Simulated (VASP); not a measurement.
# Zn (P6_3/mmc) in VASP: further runs

Runs on Zn. Level: PBEsol. Tasks: single point, relaxation of cell and atoms.

All numbers are computed with VASP 6.6.1; they aren't measurements. Logs are shortened: lines on timing, memory, paths and dates and some standing lists are left out, and cuts for length are marked.

### 1 The cell of the first run

Symmetry: P6_3/mmc, No. 194, hexagonal system. The conventional cell has a = 2.598 Å, b = 2.598 Å, c = 4.867 Å, α = 90.00°, β = 90.00°, γ = 120.00°. Zn (site symmetry -6m2) has 12 Zn at 2.60 to 2.86 Å within 3.4 Å.

### 2 Single point, PBEsol

INCAR

```
ALGO = Fast
EDIFF = 1E-6
ENCUT = 520
GGA = PS
ISIF = 2
ISMEAR = 0
LASPH = T
LCHARG = F
LREAL = F
LWAVE = F
NBANDS = 19
NELM = 100
PREC = Accurate
SIGMA = 0.1
```

KPOINTS

```
k-points
0
Gamma
  24 24 12
```

POSCAR

```
Zn
1.0
    2.5978726062      0.0000000000      0.0000000000
   -1.2989363031      2.2498236728      0.0000000000
    0.0000000000      0.0000000000      4.8668396067
Zn
2
Direct
    0.3333333333      0.6666666667      0.2500000000
    0.6666666667      0.3333333333      0.7500000000
```

Potentials or basis: VASP PAW PBE potentials, release 64 (Zn).

On the command line:

```bash
> cat potpaw_PBE.64/Zn/POTCAR > POTCAR
> mpirun -np 1 vasp_std > vasp.out
```

OUTCAR:

```text
EDIFF = 1E-6
   ENCUT = 520
   GGA = PS
   ISIF = 2
   ISMEAR = 0
   LASPH = T
   LREAL = F
   NELM = 100
   PREC = Accurate

 ion  position               nearest neighbor table
   1  0.333  0.667  0.250-   2 2.86   2 2.86   2 2.86   2 2.86   2 2.86   2 2.86
   2  0.667  0.333  0.750-   1 2.86   1 2.86   1 2.86   1 2.86   1 2.86   1 2.86

  LATTYP: Found a hexagonal cell.
 ALAT       =     2.5978726062
 C/A-ratio  =     1.8733942515

  Lattice vectors:

 A1 = (   2.5978726062,   0.0000000000,   0.0000000000)
 A2 = (  -1.2989363031,   2.2498236728,   0.0000000000)
 A3 = (   0.0000000000,   0.0000000000,   4.8668396067)

Analysis of symmetry for initial positions (statically):
=====================================================================
 Subroutine PRICEL returns:
 Original cell was already a primitive cell.

 Routine SETGRP: Setting up the symmetry group for a
 hexagonal supercell.

 Subroutine GETGRP returns: Found 24 space group operations
 (whereof 12 operations were pure point group operations)
 out of a pool of 24 trial point group operations.

The static configuration has the point symmetry D_3d.
 The point group associated with its full space group is D_6h.

Analysis of symmetry for dynamics (positions and initial velocities):
=====================================================================
 Subroutine PRICEL returns:
 Original cell was already a primitive cell.

 Routine SETGRP: Setting up the symmetry group for a
 hexagonal supercell.

 Subroutine GETGRP returns: Found 24 space group operations
 (whereof 12 operations were pure point group operations)
 out of a pool of 24 trial point group operations.

The dynamic configuration has the point symmetry D_3d.
 The point group associated with its full space group is D_6h.

 Subroutine INISYM returns: Found 24 space group operations
 (whereof 12 operations are pure point group operations),
 and found     1 'primitive' translations

----------------------------------------------------------------------------------------

                                     Primitive cell

  volume of cell :      28.4455

  direct lattice vectors                    reciprocal lattice vectors
     2.597872606  0.000000000  0.000000000     0.384930346  0.222239639  0.000000000
    -1.298936303  2.249823673  0.000000000     0.000000000  0.444479277  0.000000000
     0.000000000  0.000000000  4.866839607     0.000000000  0.000000000  0.205472150

  length of vectors
     2.597872606  2.597872606  4.866839607     0.444479277  0.444479277  0.205472150

  position of ions in fractional coordinates (direct lattice)
     0.333333333  0.666666667  0.250000000
     0.666666667  0.333333333  0.750000000

  ion indices of the primitive-cell ions
   primitive index   ion index
                 1           1
                 2           2

----------------------------------------------------------------------------------------

 KPOINTS: k-points

Automatic generation of k-mesh.
 Grid dimensions read from file:
 generate k-points for:   24   24   12

 Generating k-lattice:

  Cartesian coordinates                     Fractional coordinates (reciprocal lattice)
     0.016038764  0.009259985  0.000000000     0.041666667  0.000000000  0.000000000
     0.000000000  0.018519970  0.000000000     0.000000000  0.041666667  0.000000000
     0.000000000  0.000000000  0.017122679     0.000000000  0.000000000  0.083333333

  Length of vectors
     0.018519970  0.018519970  0.017122679

  Shift w.r.t. Gamma in fractional coordinates (k-lattice)
     0.000000000  0.000000000  0.000000000

 Subroutine IBZKPT returns following result:
 ===========================================

 Found    427 irreducible k-points:

 Following reciprocal coordinates:
            Coordinates               Weight
  0.000000  0.000000  0.000000      1.000000
  0.041667  0.000000  0.000000      6.000000
  0.083333  0.000000  0.000000      6.000000
  0.125000  0.000000  0.000000      6.000000
  0.166667  0.000000  0.000000      6.000000
  0.208333  0.000000  0.000000      6.000000
[... 16 lines left out ...]
  0.416667  0.041667  0.000000     12.000000
  0.458333  0.041667  0.000000     12.000000
 [... further k-points ...]
   k-points           NKPTS =    427   k-points in BZ     NKDIM =    427   number of bands    NBANDS=     19
   number of dos      NEDOS =    301   number of ions     NIONS =      2
   total plane-waves  NPLWV =  14400
   dimension x,y,z NGX =    20 NGY =   20 NGZ =   36
   dimension x,y,z NGXF=    40 NGYF=   40 NGZF=   72
   ions per type =               2
   NGX,Y,Z   is equivalent  to a cutoff of  12.80, 12.80, 12.30 a.u.
   NGXF,Y,Z  is equivalent  to a cutoff of  25.60, 25.60, 24.59 a.u.
 SYSTEM =  unknown system
   PREC   = accura    normal or accurate (medium, high low for compatibility)
   ISTART =      0    job   : 0-new  1-cont  2-samecut
   ICHARG =      2    charge: 1-file 2-atom 10-const
   ISPIN  =      1    spin polarized calculation?
   LNONCOLLINEAR =      F non collinear calculations
   LSORBIT =      F    spin-orbit coupling
   LASPH  =      T    aspherical Exc in radial PAW
   ENCUT  =  520.0 eV  38.22 Ry    6.18 a.u.   4.83  4.83  9.05*2*pi/ulx,y,z
   NELM   =    100;   NELMIN=  2; NELMDL= -5     # of ELM steps
   EDIFF  = 0.1E-05   stopping-criterion for ELM
   LREAL  =      F    real-space projection
   EDIFFG = 0.1E-04   stopping-criterion for IOM
   NSW    =      0    number of steps for IOM
   IBRION =     -1    ionic relax: 0-MD 1-quasi-New 2-CG
   NFREE  =      0    steps in history (QN), initial steepest desc. (CG)
   ISIF   =      2    stress and relaxation
   ISYM   =      2    0-nonsym 1-usesym 2-fastsym
   POTIM  = 0.5000    time-step for ionic-motion
   TEBEG  =    0.0;   TEEND  =   0.0 temperature during run
   PSTRESS=    0.0 pullay stress
   NELECT =      24.0000    total number of electrons
   NUPDOWN=      -1.0000    fix difference up-down
   EMIN   =  10.00;   EMAX   =-10.00  energy-range for DOS
   EFERMI =   0.00;   METHOD = LEGACY
   ISMEAR =     0;   SIGMA  =   0.10  broadening in eV -4-tet -1-fermi 0-gaus
   EFERMI_NEDOS =   21; number of points for ismear=-14 and -15
   IALGO  =     68    algorithm
   IMIX   =      4    mixing-type and parameters
     AMIX     =   0.40;   BMIX     =  1.00
     AMIX_MAG =   1.60;   BMIX_MAG =  1.00
  volume/ion in A,a.u.               =      14.22        95.98
  Fermi-wavevector in a.u.,A,eV,Ry     =   1.546942  2.923297 32.559157  2.393031
  Thomas-Fermi vector in A             =   2.652106
   LORBIT       =      0    0 simple, 1 ext, 2 COOP (PROOUT), +10 PAW based schemes
   GGA     = PS    functional components
   LHFCALC =     F    Hartree Fock is set to
   AEXX    =    0.0000 exact exchange contribution
   IVDW    =     0    specifies the selected vdW correction
   LEPSILON=     F    determine dielectric tensor
   LRPA    =     F    only Hartree local field effects (RPA)
 non-spin polarized calculation
 RMM-DIIS sequential band-by-band and
 Gauss-broadening in eV      SIGMA  =   0.10
  energy-cutoff  :      520.00
  volume of cell :       28.45
 maximum number of plane-waves:       786
 NGX is ok and might be reduce to    20

 number of electron      24.0000021 magnetization

 Free energy of the ion-electron system (eV)
  ---------------------------------------------------
  ext. energy  EPLUGINS =         0.00000000
  ---------------------------------------------------
  free energy    TOTEN  =        -3.17143526 eV

  energy without entropy =       -3.16953924  energy(sigma->0) =       -3.17048725

 E-fermi :   3.4160     XC(G=0): -12.0553

 val. band max:        3.4028448507   @ k =   0.2917   0.1667   0.0833
 cond. band min:       3.4204639494   @ k =   0.3333   0.1250   0.0833
 fundamental gap:      0.0176190987
 Fermi energy:         3.4160248450

 k-point     1 :       0.0000    0.0000    0.0000
  band No.  band energies     occupation
      1      -7.5379      2.00000
      2      -5.5064      2.00000
      3      -4.6864      2.00000
      4      -4.4119      2.00000
      5      -4.4119      2.00000
      6      -4.3568      2.00000
[... 11 lines left out ...]
     18      23.3618      0.00000
     19      23.5571      0.00000

 k-point     2 :       0.0417    0.0000    0.0000
  band No.  band energies     occupation
      1      -7.4834      2.00000
      2      -5.4801      2.00000
      3      -4.6797      2.00000
      4      -4.4185      2.00000
      5      -4.3980      2.00000
      6      -4.3637      2.00000
[... 11 lines left out ...]
     18      22.6207      0.00000
     19      24.2171      0.00000

 k-point     3 :       0.0833    0.0000    0.0000
  band No.  band energies     occupation
      1      -7.3211      2.00000
      2      -5.4049      2.00000
      3      -4.6620      2.00000
      4      -4.4355      2.00000
      5      -4.3816      2.00000
      6      -4.3570      2.00000
[... 11 lines left out ...]
     18      22.0500      0.00000
     19      24.4836      0.00000

 k-point     4 :       0.1250    0.0000    0.0000
  band No.  band energies     occupation
      1      -7.0546      2.00000
      2      -5.2925      2.00000
      3      -4.6410      2.00000
      4      -4.4577      2.00000
      5      -4.3972      2.00000
      6      -4.2911      2.00000
[... 11 lines left out ...]
     18      21.3650      0.00000
     19      23.2022      0.00000

 k-point     5 :       0.1667    0.0000    0.0000
  band No.  band energies     occupation
      1      -6.6926      2.00000
      2      -5.1664      2.00000
      3      -4.6254      2.00000
      4      -4.4853      2.00000
      5      -4.3768      2.00000
      6      -4.2676      2.00000
[... 11 lines left out ...]
     18      20.4863      0.00000
     19      21.3069      0.00000

 k-point     6 :       0.2083    0.0000    0.0000
  band No.  band energies     occupation
      1      -6.2555      2.00000
      2      -5.0665      2.00000
      3      -4.5997      2.00000
      4      -4.5077      2.00000
      5      -4.4253      2.00000
      6      -4.2972      2.00000
[... 11 lines left out ...]
     18      19.9196      0.00000
     19      20.0415      0.00000

 k-point     7 :       0.2500    0.0000    0.0000
  band No.  band energies     occupation
      1      -5.7955      2.00000
      2      -5.0319      2.00000
      3      -4.5715      2.00000
      4      -4.5483      2.00000
      5      -4.4756      2.00000
      6      -4.1875      2.00000
[... 11 lines left out ...]
     18      19.6386      0.00000
     19      19.9624      0.00000

 k-point     8 :       0.2917    0.0000    0.0000
  band No.  band energies     occupation
      1      -5.4296      2.00000
      2      -5.0528      2.00000
      3      -4.6984      2.00000
      4      -4.4907      2.00000
      5      -4.3411      2.00000
      6      -4.2537      2.00000
[... 256 lines left out ...]
 k-point    20 :       0.2917    0.0417    0.0000
  band No.  band energies     occupation
      1      -5.2905      2.00000
      2      -5.0562      2.00000
      3      -4.7530      2.00000
      4      -4.4507      2.00000
      5      -4.2951      2.00000
      6      -4.2881      2.00000
[... 11 lines left out ...]
     18      19.9061      0.00000
     19      20.4829      0.00000

 k-point    21 :       0.3333    0.0417    0.0000
  band No.  band energies     occupation
      1      -5.2066      2.00000
      2      -5.0967      2.00000
      3      -4.8435      2.00000
      4      -4.3747      2.00000
      5      -4.3473      2.00000
      6      -4.1865      2.00000
[... 11 lines left out ...]
     18      19.6265      0.00000
     19      19.9766      0.00000

 k-point    22 :       0.3750    0.0417    0.0000
  band No.  band energies     occupation
      1      -5.2093      2.00000
      2      -5.1261      2.00000
      3      -4.9108      2.00000
      4      -4.3901      2.00000
      5      -4.3111      2.00000
      6      -4.2120      2.00000
[... 11 lines left out ...]
     18      19.4156      0.00000
     19      19.5854      0.00000

 k-point    23 :       0.4167    0.0417    0.0000
  band No.  band energies     occupation
      1      -5.2313      2.00000
      2      -5.1460      2.00000
      3      -4.9551      2.00000
      4      -4.4205      2.00000
      5      -4.2664      2.00000
      6      -4.2296      2.00000
[... 11 lines left out ...]
     18      19.2720      0.00000
     19      19.3209      0.00000

 k-point    24 :       0.4583    0.0417    0.0000
  band No.  band energies     occupation
      1      -5.2460      2.00000
      2      -5.1570      2.00000
      3      -4.9771      2.00000
      4      -4.4363      2.00000
      5      -4.2432      2.00000
      6      -4.2387      2.00000
[... 11 lines left out ...]
     18      19.1740      0.00000
     19      19.2130      0.00000

 [... further k-points ...]

------------------------ aborting loop because EDIFF is reached ----------------------------------------

  FORCE on cell =-STRESS in cart. coord.  units (eV):
  Direction    XX          YY          ZZ          XY          YZ          ZX
  --------------------------------------------------------------------------------------
  -------------------------------------------------------------------------------------
  Total        0.1836324      0.1836324      0.1363804      0.0000000     -0.0000000      0.0000000
  in kB       10.3430008     10.3430008      7.6815555      0.0000000     -0.0000000      0.0000000
  external PRESSURE =       9.4558523 kB  Pullay stress =       0.0000000 kB

 VOLUME and BASIS-vectors are now :
 -----------------------------------------------------------------------------
  energy-cutoff  :      520.00
  volume of cell :       28.45
      direct lattice vectors                 reciprocal lattice vectors
     2.597872606  0.000000000  0.000000000     0.384930346  0.222239639  0.000000000
    -1.298936303  2.249823673  0.000000000     0.000000000  0.444479277  0.000000000
     0.000000000  0.000000000  4.866839607     0.000000000  0.000000000  0.205472150

 POSITION                                       TOTAL-FORCE (eV/Angst)
 -----------------------------------------------------------------------------------
     -0.00000      1.49988      1.21671        -0.000000      0.000000      0.000000
      1.29894      0.74994      3.65013         0.000000     -0.000000      0.000000
 -----------------------------------------------------------------------------------
    total drift:                               -0.000000      0.000000      0.000000

  FREE ENERGIE OF THE ION-ELECTRON SYSTEM (eV)
  ---------------------------------------------------
  free  energy   TOTEN  =        -3.1714352645 eV

  energy  without entropy=       -3.1695392418  energy(sigma->0) =       -3.17048725
```

Run time: 2.2 min. Hardware: 1 thread of Intel Xeon Platinum 8259CL at 2.50GHz (Skylake/Cascade Lake), shared host; peak memory 0.29 GiB.

What came out:

```yaml
Free_energy: -3.1714 eV
Pressure: 0.9 GPa
Band_gap_on_the_k_mesh: zero (bands 12 and 13 overlap by 4.58 eV)
```

Stress tensor (GPa, compression positive):
```
1.03 0.00 0.00
0.00 1.03 0.00
0.00 0.00 0.77
```

Levels at points of the mesh, in eV from the Fermi level:
| k point | band 10 | band 11 | band 12 | band 13 | band 14 | band 15 |
| --- | --- | --- | --- | --- | --- | --- |
| (0.00, 0.00, 0.00) | -7.16 | -7.16 | -4.03 | -3.08 | 13.92 | 17.71 |
| (0.50, 0.00, 0.00) | -6.93 | -3.02 | -2.15 | 2.74 | 3.61 | 4.47 |
| (0.00, 0.00, 0.50) | -7.25 | -7.25 | -7.25 | 4.63 | 4.63 | 19.87 |
| (0.50, 0.00, 0.50) | -6.94 | -2.06 | -2.06 | 0.32 | 0.32 | 10.46 |

Caveat: the PAW data sets were made with another functional, which shifts forces and pressure a little.

### 3 Single point, PBEsol

This run uses another cell than the first one: it holds 4 atoms, not 2.

INCAR

```
SYSTEM = Zn
PREC     = Accurate       ! precision mode
ENCUT    = 520            ! plane-wave cutoff, eV
EDIFF    = 1E-6           ! SCF threshold, eV
ISMEAR   = 0              ! smearing method
SIGMA    = 0.1            ! smearing width, eV
LREAL    = .False.        ! projectors in reciprocal space
LASPH    = .True.         ! aspherical terms in the spheres
NELM     = 100            ! most SCF steps
ALGO     = Fast           ! electronic algorithm
ISIF     = 2              ! what is computed and relaxed
LWAVE    = .False.        ! write WAVECAR
LCHARG   = .True.         ! write CHGCAR
GGA      = PS             ! functional
LELF     = .True.         ! ELF
LVHAR    = .True.       
NBANDS   = 32             ! bands
```

KPOINTS

```
Automatic mesh
0
Gamma
  21 21 6
  0 0 0
```

POSCAR

```
Zn
1.0
    2.5933207368      0.0000000000      0.0000000000
   -1.2966603684      2.2458816382      0.0000000000
    0.0000000000      0.0000000000      9.8079216860
Zn
4
Direct
    0.0000000000      0.0000000000      0.0000000000
    0.0000000000      0.0000000000      0.5000000000
    0.3333333333      0.6666666667      0.7500000000
    0.6666666667      0.3333333333      0.2500000000
```

Potentials or basis: VASP PAW PBE potentials, release 64 (Zn).

On the command line:

```bash
> cat potpaw_PBE.64/Zn/POTCAR > POTCAR
> mpirun -np 1 vasp_std > vasp.out
```

Run time: 2.1 min. Hardware: 1 thread of Intel Xeon 6975P-C (Granite Rapids), shared host; peak memory 0.35 GiB.

It converged, with:

| Property | Result |
| --- | --- |
| Free energy | -6.3092 eV |
| Pressure | 0.7 GPa |
| Band gap on the k mesh | zero (bands 24 and 25 overlap by 4.84 eV) |

Stress tensor (GPa, compression positive):
```
0.78 0.00 0.00
0.00 0.78 0.00
0.00 0.00 0.52
```

Levels at points of the mesh, in eV from the Fermi level:
| k point | band 22 | band 23 | band 24 | band 25 | band 26 | band 27 |
| --- | --- | --- | --- | --- | --- | --- |
| (0.00, 0.00, 0.00) | -7.21 | -7.21 | -4.11 | -3.25 | 4.37 | 4.37 |
| (0.00, 0.00, 0.50) | -7.24 | -6.48 | -6.48 | 0.00 | 0.00 | 9.35 |

Caveat: the PAW data sets were made with another functional, which shifts forces and pressure a little.

(Part 1 of 2 ends here.)
